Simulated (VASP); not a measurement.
# TePt (P6_3/mmc) in VASP: further runs, part 2 of 2

VASP 6.6.1. Earlier steps stand in the parts before.

## 4. Single point, LDA

This run uses another cell than the first one, of 21.00 Å³/atom.

Input file INCAR:

```
  ALGO = Normal
  EDIFF = 1E-7
  ENCUT = 520
  ISIF = 2
  ISMEAR = 0
  LASPH = T
  LCHARG = F
  LREAL = F
  LWAVE = F
  NBANDS = 24
  NELM = 80
  PREC = Accurate
  SIGMA = 0.15
```

Input file KPOINTS:

```
k-points
0
Gamma
  12 12 8
```

Input file POSCAR:

```
TePt
1.0
    4.1982985890      0.0000000000      0.0000000000
   -2.0991492945      3.6358332308      0.0000000000
    0.0000000000      0.0000000000      5.5040740097
Te Pt
2 2
Direct
    0.3333333333      0.6666666667      0.2500000000
    0.6666666667      0.3333333333      0.7500000000
    0.0000000000      0.0000000000      0.0000000000
    0.0000000000      0.0000000000      0.5000000000
```

Potentials or basis: VASP PAW LDA potentials, release 64 (Te, Pt).

On the command line:

```console
$ cat potpaw_LDA.64/Te/POTCAR potpaw_LDA.64/Pt/POTCAR > POTCAR
$ mpirun -np 1 vasp_std > vasp.out
```

OUTCAR:

```text
EDIFF = 1E-7
   ENCUT = 520
   ISIF = 2
   ISMEAR = 0
   LASPH = T
   LREAL = F
   NELM = 80
   PREC = Accurate

 ion  position               nearest neighbor table
   1  0.333  0.667  0.250-   3 2.79   4 2.79   3 2.79   4 2.79   3 2.79   4 2.79   2 3.67   2 3.67
                             2 3.67   2 3.67   2 3.67   2 3.67
   2  0.667  0.333  0.750-   3 2.79   4 2.79   3 2.79   4 2.79   3 2.79   4 2.79   1 3.67   1 3.67
                             1 3.67   1 3.67   1 3.67   1 3.67
   3  0.000  0.000  0.000-   4 2.75   4 2.75   1 2.79   2 2.79   2 2.79   1 2.79   2 2.79   1 2.79

   4  0.000  0.000  0.500-   3 2.75   3 2.75   1 2.79   2 2.79   2 2.79   1 2.79   2 2.79   1 2.79

  LATTYP: Found a hexagonal cell.
 ALAT       =     4.1982985890
 C/A-ratio  =     1.3110249052

  Lattice vectors:

 A1 = (   4.1982985890,   0.0000000000,   0.0000000000)
 A2 = (  -2.0991492945,   3.6358332308,   0.0000000000)
 A3 = (   0.0000000000,   0.0000000000,   5.5040740097)

Analysis of symmetry for initial positions (statically):
=====================================================================
 Subroutine PRICEL returns:
 Original cell was already a primitive cell.

 Routine SETGRP: Setting up the symmetry group for a
 hexagonal supercell.

 Subroutine GETGRP returns: Found 24 space group operations
 (whereof 12 operations were pure point group operations)
 out of a pool of 24 trial point group operations.

The static configuration has the point symmetry D_3d.
 The point group associated with its full space group is D_6h.

Analysis of symmetry for dynamics (positions and initial velocities):
=====================================================================
 Subroutine PRICEL returns:
 Original cell was already a primitive cell.

 Routine SETGRP: Setting up the symmetry group for a
 hexagonal supercell.

 Subroutine GETGRP returns: Found 24 space group operations
 (whereof 12 operations were pure point group operations)
 out of a pool of 24 trial point group operations.

The dynamic configuration has the point symmetry D_3d.
 The point group associated with its full space group is D_6h.

 Subroutine INISYM returns: Found 24 space group operations
 (whereof 12 operations are pure point group operations),
 and found     1 'primitive' translations

----------------------------------------------------------------------------------------

                                     Primitive cell

  volume of cell :      84.0159

  direct lattice vectors                    reciprocal lattice vectors
     4.198298589  0.000000000  0.000000000     0.238191729  0.137520059  0.000000000
    -2.099149295  3.635833231  0.000000000     0.000000000  0.275040118  0.000000000
     0.000000000  0.000000000  5.504074010     0.000000000  0.000000000  0.181683603

  length of vectors
     4.198298589  4.198298589  5.504074010     0.275040118  0.275040118  0.181683603

  position of ions in fractional coordinates (direct lattice)
     0.333333333  0.666666667  0.250000000
     0.666666667  0.333333333  0.750000000
     0.000000000  0.000000000  0.000000000
     0.000000000  0.000000000  0.500000000

  ion indices of the primitive-cell ions
   primitive index   ion index
                 1           1
[... 27 lines left out ...]

 Found     95 irreducible k-points:

 Following reciprocal coordinates:
            Coordinates               Weight
  0.000000  0.000000  0.000000      1.000000
  0.083333 -0.000000  0.000000      6.000000
  0.166667  0.000000  0.000000      6.000000
  0.250000  0.000000  0.000000      6.000000
  0.333333  0.000000  0.000000      6.000000
  0.416667  0.000000  0.000000      6.000000
[... 16 lines left out ...]
  0.250000  0.000000  0.125000     12.000000
  0.333333  0.000000  0.125000     12.000000
 [... further k-points ...]
   k-points           NKPTS =     95   k-points in BZ     NKDIM =     95   number of bands    NBANDS=     24
   number of dos      NEDOS =    301   number of ions     NIONS =      4
   total plane-waves  NPLWV =  43008
   dimension x,y,z NGX =    32 NGY =   32 NGZ =   42
   dimension x,y,z NGXF=    64 NGYF=   64 NGZF=   84
   ions per type =               2   2
   NGX,Y,Z   is equivalent  to a cutoff of  12.67, 12.67, 12.69 a.u.
   NGXF,Y,Z  is equivalent  to a cutoff of  25.34, 25.34, 25.37 a.u.
 SYSTEM =  unknown system
   PREC   = accura    normal or accurate (medium, high low for compatibility)
   ISTART =      0    job   : 0-new  1-cont  2-samecut
   ICHARG =      2    charge: 1-file 2-atom 10-const
   ISPIN  =      1    spin polarized calculation?
   LNONCOLLINEAR =      F non collinear calculations
   LSORBIT =      F    spin-orbit coupling
   LASPH  =      T    aspherical Exc in radial PAW
   ENCUT  =  520.0 eV  38.22 Ry    6.18 a.u.   7.81  7.81 10.23*2*pi/ulx,y,z
   NELM   =     80;   NELMIN=  2; NELMDL= -5     # of ELM steps
   EDIFF  = 0.1E-06   stopping-criterion for ELM
   LREAL  =      F    real-space projection
   EDIFFG = 0.1E-05   stopping-criterion for IOM
   NSW    =      0    number of steps for IOM
   IBRION =     -1    ionic relax: 0-MD 1-quasi-New 2-CG
   NFREE  =      0    steps in history (QN), initial steepest desc. (CG)
   ISIF   =      2    stress and relaxation
   ISYM   =      2    0-nonsym 1-usesym 2-fastsym
   POTIM  = 0.5000    time-step for ionic-motion
   TEBEG  =    0.0;   TEEND  =   0.0 temperature during run
   PSTRESS=    0.0 pullay stress
   NELECT =      32.0000    total number of electrons
   NUPDOWN=      -1.0000    fix difference up-down
   EMIN   =  10.00;   EMAX   =-10.00  energy-range for DOS
   EFERMI =   0.00;   METHOD = LEGACY
   ISMEAR =     0;   SIGMA  =   0.15  broadening in eV -4-tet -1-fermi 0-gaus
   EFERMI_NEDOS =   21; number of points for ismear=-14 and -15
   IALGO  =     38    algorithm
   IMIX   =      4    mixing-type and parameters
     AMIX     =   0.40;   BMIX     =  1.00
     AMIX_MAG =   1.60;   BMIX_MAG =  1.00
  volume/ion in A,a.u.               =      21.00       141.74
  Fermi-wavevector in a.u.,A,eV,Ry     =   1.186691  2.242521 19.160207  1.408235
  Thomas-Fermi vector in A             =   2.322858
   LORBIT       =      0    0 simple, 1 ext, 2 COOP (PROOUT), +10 PAW based schemes
   GGA     = CA    functional components
   LHFCALC =     F    Hartree Fock is set to
   AEXX    =    0.0000 exact exchange contribution
   IVDW    =     0    specifies the selected vdW correction
   LEPSILON=     F    determine dielectric tensor
   LRPA    =     F    only Hartree local field effects (RPA)
 non-spin polarized calculation
 Gauss-broadening in eV      SIGMA  =   0.15
  energy-cutoff  :      520.00
  volume of cell :       84.02
 maximum number of plane-waves:      2284
 NGX is ok and might be reduce to    32
   NGX = 15   NGY = 15   NGZ = 21

 number of electron      32.0000004 magnetization

 Free energy of the ion-electron system (eV)
  ---------------------------------------------------
  ext. energy  EPLUGINS =         0.00000000
  ---------------------------------------------------
  free energy    TOTEN  =       -23.50413224 eV

  energy without entropy =      -23.47829729  energy(sigma->0) =      -23.49121476

 E-fermi :   9.8261     XC(G=0): -11.5243

 val. band max:        9.8187317418   @ k =   0.3333   0.1667   0.2500
 cond. band min:       9.8357395572   @ k =   0.1667   0.0000   0.3750
 fundamental gap:      0.0170078154
 Fermi energy:         9.8260963625

 k-point     1 :       0.0000    0.0000    0.0000
  band No.  band energies     occupation
      1      -4.4161      2.00000
      2      -1.5716      2.00000
      3       2.4509      2.00000
      4       3.5196      2.00000
      5       3.5196      2.00000
      6       4.0978      2.00000
[... 637 lines left out ...]
     23      16.3160      0.00000
     24      17.7825      0.00000

 [... further k-points ...]

------------------------ aborting loop because EDIFF is reached ----------------------------------------

  FORCE on cell =-STRESS in cart. coord.  units (eV):
  Direction    XX          YY          ZZ          XY          YZ          ZX
  --------------------------------------------------------------------------------------
  -------------------------------------------------------------------------------------
  Total        0.1130035      0.1130035      0.1904840      0.0000000     -0.0000000      0.0000000
  in kB        2.1549689      2.1549689      3.6325163      0.0000000     -0.0000000      0.0000000
  external PRESSURE =       2.6474847 kB  Pullay stress =       0.0000000 kB

 VOLUME and BASIS-vectors are now :
 -----------------------------------------------------------------------------
  energy-cutoff  :      520.00
  volume of cell :       84.02
      direct lattice vectors                 reciprocal lattice vectors
     4.198298589  0.000000000  0.000000000     0.238191729  0.137520059  0.000000000
    -2.099149295  3.635833231  0.000000000     0.000000000  0.275040118  0.000000000
     0.000000000  0.000000000  5.504074010     0.000000000  0.000000000  0.181683603

 POSITION                                       TOTAL-FORCE (eV/Angst)
 -----------------------------------------------------------------------------------
     -0.00000      2.42389      1.37602        -0.000000      0.000000      0.000000
      2.09915      1.21194      4.12806         0.000000     -0.000000      0.000000
      0.00000      0.00000      0.00000        -0.000000      0.000000      0.000000
      0.00000      0.00000      2.75204        -0.000000      0.000000      0.000000
 -----------------------------------------------------------------------------------
    total drift:                                0.000000     -0.000000      0.000000

  FREE ENERGIE OF THE ION-ELECTRON SYSTEM (eV)
  ---------------------------------------------------
  free  energy   TOTEN  =       -23.5041322355 eV

  energy  without entropy=      -23.4782972925  energy(sigma->0) =      -23.49121476
```

OSZICAR:

```text
N       E                     dE             d eps       ncg     rms          rms(c)
DAV:   1     0.165521240948E+03    0.16552E+03   -0.14038E+04  4600   0.118E+03
DAV:   2    -0.167901425341E+02   -0.18231E+03   -0.16808E+03  5416   0.232E+02
DAV:   3    -0.238522918338E+02   -0.70621E+01   -0.69294E+01  5640   0.448E+01
DAV:   4    -0.239451558367E+02   -0.92864E-01   -0.92814E-01  5240   0.573E+00
DAV:   5    -0.239472142679E+02   -0.20584E-02   -0.20583E-02  5768   0.812E-01    0.218E+01
DAV:   6    -0.236119307454E+02    0.33528E+00   -0.78407E-01  4912   0.684E+00    0.128E+01
DAV:   7    -0.235334107735E+02    0.78520E-01   -0.21703E-01  4712   0.336E+00    0.236E+00
DAV:   8    -0.235047899283E+02    0.28621E-01   -0.94025E-02  4736   0.256E+00    0.123E+00
DAV:   9    -0.235049181791E+02   -0.12825E-03   -0.44260E-03  5600   0.356E-01    0.782E-01
DAV:  10    -0.235042506375E+02    0.66754E-03   -0.38401E-03  4800   0.404E-01    0.180E-01
DAV:  11    -0.235041366758E+02    0.11396E-03   -0.25199E-04  5440   0.128E-01    0.160E-01
DAV:  12    -0.235041339627E+02    0.27132E-05   -0.24301E-05  5104   0.233E-02    0.526E-02
DAV:  13    -0.235041327984E+02    0.11643E-05   -0.14490E-06  5728   0.824E-03    0.190E-02
DAV:  14    -0.235041323037E+02    0.49466E-06   -0.73106E-07  4928   0.596E-03    0.584E-03
DAV:  15    -0.235041322355E+02    0.68157E-07   -0.15167E-07  2840   0.282E-03
   1 F= -.23504132E+02 E0= -.23491215E+02  d E =-.258349E-01
```

stdout:

```text
POSCAR found type information on POSCAR TePt
 POSCAR found :  2 types and       4 ions
 scaLAPACK will be used
 LDA part: xc-table for (Slater(with rela. corr.)+CA(PZ))
 , standard interpolation
 POSCAR, INCAR and KPOINTS ok, starting setup
 FFT: planning ... GRIDC
 FFT: planning ... GRID_SOFT
 FFT: planning ... GRID
 WAVECAR not read
 entering main loop
```

It took 3.3 min on 1 thread of Intel Xeon 8259CL, shared host; peak memory 0.29 GiB.

What came out:

* Free energy: -23.5041 eV
* Pressure: 0.3 GPa
* Band gap on the k mesh: zero (bands 16 and 17 overlap by 1.42 eV)

Stress tensor (GPa, compression positive):
```
0.22 0.00 0.00
0.00 0.22 0.00
0.00 0.00 0.36
```

Caveat: spin-orbit coupling is left out, which moves the levels of the heavy elements.

## 5. Overview

```tsv
cell	gap on the mesh (eV)	pressure (GPa)
a = 4.307, b = 4.307, c = 5.647 Å, angles 90.0, 90.0, 120.0°, 4 atoms	none	-9.1
a = 4.360, b = 4.360, c = 5.716 Å, angles 90.0, 90.0, 120.0°, 4 atoms	none	-12.3
a = 4.198, b = 4.198, c = 5.504 Å, angles 90.0, 90.0, 120.0°, 4 atoms	none	0.3
```

Alike in all rows: task single point; level LDA; potentials or basis VASP PAW LDA potentials, release 64 (Te, Pt); no spin polarisation; k mesh 12 × 12 × 8; cutoff (eV) 520; smearing gaussian 0.15 eV.

Caveats: spin-orbit coupling is left out, which moves the levels of the heavy elements; the cell stands under tension (at least some runs).

Absolute energies hang on the potentials; compare differences alone.
